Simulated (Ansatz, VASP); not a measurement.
# One calculation of Ge, two programs

```
Ge
1.0
     5.26966    0.00000    0.00000
     0.00000    5.26966    0.00000
     0.00000    0.00000    2.62054
Ge
3
Direct
  0.00000 0.00000 0.00000
  0.00000 0.50000 0.00000
  0.50000 0.00000 0.00000
```

Alike in both runs: functional PBE; k mesh 4 × 4 × 8; occupations gaussian, width 0.1 eV; no spin polarisation.

Ansatz relaxed the structure, and its values are those at the end. VASP's run is a single point on that final structure, the one shown.

```csv
,VASP,Ansatz
version,VASP 6.6.1,Ansatz 0.2.0
potentials or method,"VASP PAW PBE potentials, release 64 (Ge_d), cutoff 520 eV","scalar-relativistic, plane waves, PAW"
valence electrons in the cell,42,42
```

|  | VASP | Ansatz | Ansatz less VASP |
| --- | --- | --- | --- |
| gap on the k mesh at the Fermi level (eV) | none | none | - |
| pressure (GPa) | 0.0 | 0.0 | +0.01 |

A gap of «none» marks a metal or a gap that the smearing closes. With one functional, cell and mesh, what is left measures potentials, basis and numerics.
